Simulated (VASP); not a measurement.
A run of VASP 6.6.1:

Contents of INCAR:

```
SYSTEM = Ru
ALGO = Fast
EDIFF = 1E-6
ENCUT = 520
GGA = PS
ISIF = 2
ISMEAR = 0
LASPH = .TRUE.
LCHARG = .TRUE.
LELF = .TRUE.
LREAL = .FALSE.
LVHAR = .TRUE.
LWAVE = .FALSE.
NBANDS = 21
NELM = 100
PREC = Accurate
SIGMA = 0.15
```

File KPOINTS:

```
k-points
0
G
  21 21 12
  0 0 0
```

POSCAR

```
Ru
1.0
    2.7012395944      0.0000000000      0.0000000000
   -1.3506197972      2.3393421104      0.0000000000
    0.0000000000      0.0000000000      4.5534795842
Ru
2
Direct
    0.3333333333      0.6666666667      0.2500000000
    0.6666666667      0.3333333333      0.7500000000
```

Potentials or basis: VASP PAW PBE potentials, release 64 (Ru_pv).

The run is started by

```console
$ cat potpaw_PBE.64/Ru_pv/POTCAR > POTCAR
$ mpirun -np 1 vasp_std > vasp.out
```

Hardware: 1 thread of Intel(R) Xeon(R) Platinum 8559C (Emerald Rapids), with other jobs on the host.

Question: Estimate the wall time of this run.

Answer: It took 79 s on 1 thread of Intel(R) Xeon(R) Platinum 8559C (Emerald Rapids) (shared host), peak memory 0.26 GiB. Counts: scf iterations 12, k points 336.
